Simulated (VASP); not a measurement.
# Sc (P6_3/mmc) in VASP: single point with r2SCAN

Aim: the single point of Sc with r2SCAN.

All numbers are computed with VASP 6.6.1; they aren't measurements. Logs are shortened: lines on timing, memory, paths and dates and some standing lists are left out, and cuts for length are marked.

## (1) The cell of the first run

It takes space group P6_3/mmc (No. 194, hexagonal). The conventional cell has a = 3.329 Å, b = 3.329 Å, c = 5.190 Å, α = 90.00°, β = 90.00°, γ = 120.00°. Within 4.2 Å of Sc (site symmetry -6m2) lie 12 Sc at 3.23 to 3.33 Å.

## (2) Single point, r2SCAN

Input file POSCAR:

```
Sc
1.0
    3.3287533294      0.0000000000      0.0000000000
   -1.6643766647      2.8827849462      0.0000000000
    0.0000000000      0.0000000000      5.1903929349
Sc
2
Direct
    0.3333333333      0.6666666667      0.2500000000
    0.6666666667      0.3333333333      0.7500000000
```

Input file INCAR.step1:

```
ALGO = Normal ; EDIFF = 1E-5
ENCUT = 550 ; GGA = PE
GGA_COMPAT = F ; ISMEAR = -1
LASPH = T ; LCHARG = F
LREAL = F ; LWAVE = T
NBANDS = 18 ; NELM = 120
PREC = Accurate ; SIGMA = 0.05
```

Input file INCAR.step2:

```
ALGO = Normal ; EDIFF = 1E-6
ENCUT = 550 ; GGA_COMPAT = F
ISIF = 2 ; ISMEAR = -1
ISTART = 1 ; LASPH = T
LCHARG = T ; LELF = T
LMIXTAU = T ; LREAL = F
LVHAR = T ; LWAVE = F
METAGGA = R2SCAN ; NBANDS = 18
NELM = 120 ; PREC = Accurate
SIGMA = 0.05
```

Input file KPOINTS:

```
k-points
0
Gamma
  18 18 10
```

Potentials or basis: VASP PAW PBE potentials, release 64 (Sc_sv).

The run is started by

```sh
> cat potpaw_PBE.64/Sc_sv/POTCAR > POTCAR
> cp INCAR.step1 INCAR
> mpirun -np 1 vasp_std > vasp.out
> cp INCAR.step2 INCAR
> mpirun -np 1 vasp_std > vasp.out
```

OUTCAR:

```text
EDIFF = 1E-6
   ENCUT = 550
   ISIF = 2
   ISMEAR = -1
   ISTART = 1
   LASPH = T
   LREAL = F
   METAGGA = R2SCAN
   NELM = 120
   PREC = Accurate

 ion  position               nearest neighbor table
   1  0.333  0.667  0.250-   2 3.23   2 3.23   2 3.23   2 3.23   2 3.23   2 3.23
   2  0.667  0.333  0.750-   1 3.23   1 3.23   1 3.23   1 3.23   1 3.23   1 3.23

  LATTYP: Found a hexagonal cell.
 ALAT       =     3.3287533294
 C/A-ratio  =     1.5592603060

  Lattice vectors:

 A1 = (   3.3287533294,   0.0000000000,   0.0000000000)
 A2 = (  -1.6643766647,   2.8827849462,   0.0000000000)
 A3 = (   0.0000000000,   0.0000000000,   5.1903929349)

Analysis of symmetry for initial positions (statically):
=====================================================================
 Subroutine PRICEL returns:
 Original cell was already a primitive cell.

 Routine SETGRP: Setting up the symmetry group for a
 hexagonal supercell.

 Subroutine GETGRP returns: Found 24 space group operations
 (whereof 12 operations were pure point group operations)
 out of a pool of 24 trial point group operations.

The static configuration has the point symmetry D_3d.
 The point group associated with its full space group is D_6h.

Analysis of symmetry for dynamics (positions and initial velocities):
=====================================================================
 Subroutine PRICEL returns:
 Original cell was already a primitive cell.

 Routine SETGRP: Setting up the symmetry group for a
 hexagonal supercell.

 Subroutine GETGRP returns: Found 24 space group operations
 (whereof 12 operations were pure point group operations)
 out of a pool of 24 trial point group operations.

The dynamic configuration has the point symmetry D_3d.
 The point group associated with its full space group is D_6h.

 Subroutine INISYM returns: Found 24 space group operations
 (whereof 12 operations are pure point group operations),
 and found     1 'primitive' translations

----------------------------------------------------------------------------------------

                                     Primitive cell

  volume of cell :      49.8074

  direct lattice vectors                    reciprocal lattice vectors
     3.328753329  0.000000000  0.000000000     0.300412767  0.173443392  0.000000000
    -1.664376665  2.882784946  0.000000000     0.000000000  0.346886784  0.000000000
     0.000000000  0.000000000  5.190392935     0.000000000  0.000000000  0.192663641

[... 74 lines left out ...]
   PREC   = accura    normal or accurate (medium, high low for compatibility)
   ISTART =      1    job   : 0-new  1-cont  2-samecut
   ICHARG =      0    charge: 1-file 2-atom 10-const
   ISPIN  =      1    spin polarized calculation?
   LNONCOLLINEAR =      F non collinear calculations
   LSORBIT =      F    spin-orbit coupling
   LASPH  =      T    aspherical Exc in radial PAW
   ENCUT  =  550.0 eV  40.42 Ry    6.36 a.u.   6.37  6.37  9.93*2*pi/ulx,y,z
   NELM   =    120;   NELMIN=  2; NELMDL=  0     # of ELM steps
   EDIFF  = 0.1E-05   stopping-criterion for ELM
   LREAL  =      F    real-space projection
[... 7 lines left out ...]
   TEBEG  =    0.0;   TEEND  =   0.0 temperature during run
   PSTRESS=    0.0 pullay stress
   NELECT =      22.0000    total number of electrons
   NUPDOWN=      -1.0000    fix difference up-down
   EMIN   =  10.00;   EMAX   =-10.00  energy-range for DOS
   EFERMI =   0.00;   METHOD = LEGACY
   ISMEAR =    -1;   SIGMA  =   0.05  broadening in eV -4-tet -1-fermi 0-gaus
   EFERMI_NEDOS =   21; number of points for ismear=-14 and -15
   IALGO  =     38    algorithm
   IMIX   =      4    mixing-type and parameters
     AMIX     =   0.40;   BMIX     =  1.00
     AMIX_MAG =   1.60;   BMIX_MAG =  1.00
  volume/ion in A,a.u.               =      24.90       168.06
  Fermi-wavevector in a.u.,A,eV,Ry     =   1.246764  2.356043 21.149185  1.554421
  Thomas-Fermi vector in A             =   2.380927
   LORBIT       =      0    0 simple, 1 ext, 2 COOP (PROOUT), +10 PAW based schemes
   METAGGA = R2SCAN    functional components
   LHFCALC =     F    Hartree Fock is set to
   AEXX    =    0.0000 exact exchange contribution
   IVDW    =     0    specifies the selected vdW correction
   LEPSILON=     F    determine dielectric tensor
   LRPA    =     F    only Hartree local field effects (RPA)
 non-spin polarized calculation
  energy-cutoff  :      550.00
  volume of cell :       49.81
 maximum number of plane-waves:      1484
 NGX is ok and might be reduce to    28
   NGX = 13   NGY = 13   NGZ = 19

 number of electron      21.9999996 magnetization

 Free energy of the ion-electron system (eV)
  ---------------------------------------------------
  ext. energy  EPLUGINS =         0.00000000
  ---------------------------------------------------
  free energy    TOTEN  =       -22.72763631 eV

  energy without entropy =      -22.69487167  energy(sigma->0) =      -22.71125399

 E-fermi :   3.6575     XC(G=0): -10.5601

 val. band max:        3.6521533298   @ k =   0.1667   0.1667   0.3000
 cond. band min:       3.6592138616   @ k =   0.2222   0.1667   0.0000
 fundamental gap:      0.0070605318
 Fermi energy:         3.6574635436

 k-point     1 :       0.0000    0.0000    0.0000
  band No.  band energies     occupation
      1     -47.8855      2.00000
      2     -47.8147      2.00000
      3     -25.7459      2.00000
      4     -25.3942      2.00000
      5     -25.3942      2.00000
      6     -25.3286      2.00000
[... 481 lines left out ...]
      5     -25.5614      2.00000
      6     -25.4895      2.00000
[... 10 lines left out ...]
     17       7.6639      0.00000
     18       7.9062      0.00000

 [... further k-points ...]

------------------------ aborting loop because EDIFF is reached ----------------------------------------

  FORCE on cell =-STRESS in cart. coord.  units (eV):
  Direction    XX          YY          ZZ          XY          YZ          ZX
  --------------------------------------------------------------------------------------
  -------------------------------------------------------------------------------------
  Total        0.0749317      0.0749317      0.0763632      0.0000000      0.0000000      0.0000000
  in kB        2.4103606      2.4103606      2.4564088      0.0000000      0.0000000      0.0000000
  external PRESSURE =       2.4257100 kB  Pullay stress =       0.0000000 kB

 VOLUME and BASIS-vectors are now :
 -----------------------------------------------------------------------------
  energy-cutoff  :      550.00
  volume of cell :       49.81
      direct lattice vectors                 reciprocal lattice vectors
     3.328753329  0.000000000  0.000000000     0.300412767  0.173443392  0.000000000
    -1.664376665  2.882784946  0.000000000     0.000000000  0.346886784  0.000000000
     0.000000000  0.000000000  5.190392935     0.000000000  0.000000000  0.192663641

 POSITION                                       TOTAL-FORCE (eV/Angst)
 -----------------------------------------------------------------------------------
     -0.00000      1.92186      1.29760        -0.000000     -0.000000      0.000000
      1.66438      0.96093      3.89279         0.000000      0.000000      0.000000
 -----------------------------------------------------------------------------------
    total drift:                               -0.000000      0.000000     -0.000000

  FREE ENERGIE OF THE ION-ELECTRON SYSTEM (eV)
  ---------------------------------------------------
  free  energy   TOTEN  =       -22.7276363054 eV

  energy  without entropy=      -22.6948716691  energy(sigma->0) =      -22.71125399
```

Run time: 11 min. Hardware: 1 thread of Intel Xeon Platinum 8375C at 2.90GHz (Ice Lake), shared host; peak memory 0.31 GiB.

What came out:

```
Free energy            : -22.7276 eV
Pressure               : 0.2 GPa
Band gap on the k mesh : zero (bands 11 and 12 overlap by 1.59 eV)
```

Levels at points of the mesh, in eV from the Fermi level:
```
           k point  band 8  band 9  band 10  band 11  band 12  band 13  band 14  band 15
(0.00, 0.00, 0.00)  -28.97   -5.48    -1.68     0.44     1.80     1.80     2.07     2.27
(0.50, 0.00, 0.00)  -29.02   -1.71    -1.13    -0.66    -0.42     1.40     1.55     2.04
(0.00, 0.00, 0.50)  -29.02   -3.87    -3.87     1.09     1.09     1.71     1.71     1.71
(0.50, 0.00, 0.50)  -29.07   -1.51    -1.51     0.04     0.04     1.31     1.31     2.60
```

Caveat: the PAW data sets were made with another functional, which shifts forces and pressure a little.
